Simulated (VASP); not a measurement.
Input of a VASP 6.6.1 run:

Contents of INCAR:

```
SYSTEM = TiB2
PREC = Accurate
ENCUT = 600
EDIFF = 1E-6
ISMEAR = 0
SIGMA = 0.2
LREAL = .False.
LASPH = .True.
NELM = 60
ALGO = Normal
ISIF = 3
LWAVE = .False.
LCHARG = .False.
GGA = PE
IBRION = 2
NSW = 80
EDIFFG = -0.025
```

The input KPOINTS:

```
Automatic mesh
0
Gamma
  8 6 4
  0 0 0
```

Contents of POSCAR:

```
TiB2
1.0
   -3.0397434247      0.0271346390     -0.0261457370
   -0.0278051722      0.0433164721     -3.1366299870
    0.0469985734     -5.2336906003      0.0705486984
Ti B
2 4
Direct
    0.9700170762      0.0456917112      0.9802231753
    0.4750905398      0.0315195936      0.5357527503
    0.0708822754      0.4781915734      0.7084599959
    0.5067963696      0.4963611842      0.1434129316
    0.5195337548      0.5189348479      0.7922284178
   -0.0423200157      0.4293010898      0.3399227290
```

Potentials or basis: VASP PAW PBE potentials, release 64 (Ti_sv, B).

The run is started by

```console
$ cat potpaw_PBE.64/Ti_sv/POTCAR potpaw_PBE.64/B/POTCAR > POTCAR
$ mpirun -np 1 vasp_std > vasp.out
```

Question: Predict the band gap on the k mesh.

Answer: Zero (band 18 reaches 10.16 eV, above the bottom of band 19 at 9.78 eV).

Question: Predict the relaxed volume.

Answer: 8.56 Å³/atom.

Question: Estimate the relaxed cell.

Answer: a = 3.029 Å, b = 3.228 Å, c = 5.255 Å, α = 89.99°, β = 90.01°, γ = 90.01°.

Question: Estimate the space group after relaxing (to 0.05 Å).

Answer: P6/mmm (No. 191).

Final structure:
```xyz
6
Lattice="-3.0291 0.0002 0.0006 -0.0003 0.0002 -3.2278 0.0004 -5.2554 -0.0008" Properties=species:S:1:pos:R:3 pbc="T T T"
Ti   -3.0283   -0.0005    0.0001
Ti   -1.5148   -2.6271   -0.0001
B     0.0000   -3.5032   -1.6139
B    -1.5145   -0.8763   -1.6136
B    -1.5147   -4.3795   -1.6154
B    -0.0002   -1.7510   -1.6132
```

PBE usually gives volumes a little too large and moduli too small. Zero-point motion and thermal expansion aren't in these numbers.
